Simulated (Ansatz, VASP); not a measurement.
One calculation of W, two programs

```xyz
2
Lattice="2.4356 0.0000 0.0000 -1.2178 2.1093 0.0000 0.0000 0.0000 3.8589" Properties=species:S:1:pos:R:3 pbc="T T T"
W     0.0000    1.4062    0.9647
W     1.2178    0.7031    2.8941
```

Change from the starting cell: volume scaled by 0.6, PAW files.

Alike in both runs: task single point; functional PBE; k mesh 17 × 17 × 9; occupations fermi-dirac, width 0.1 eV; no spin polarisation.

```csv
,VASP,Ansatz
version,VASP 6.6.1,Ansatz 0.2.0
potentials or method,"VASP PAW PBE potentials, release 64 (W_sv)","PAW with Ansatz's default frozen-core files, scalar-relativistic"
plane-wave cutoff (eV),520,420
valence electrons in the cell,28,28
```

|  | VASP | Ansatz | Ansatz less VASP |
| --- | --- | --- | --- |
| pressure (GPa) | 387.6 | 374.5 | -13.15 |
| traceless stress, the component that is largest in VASP (GPa) | 1.23 | 0.16 | -1.074 |

Both programs put the cell under a high pressure, so it lies far from rest at this level.

Spin-orbit coupling is off throughout. Noted on VASP's run: the cell as given lies far from equilibrium.
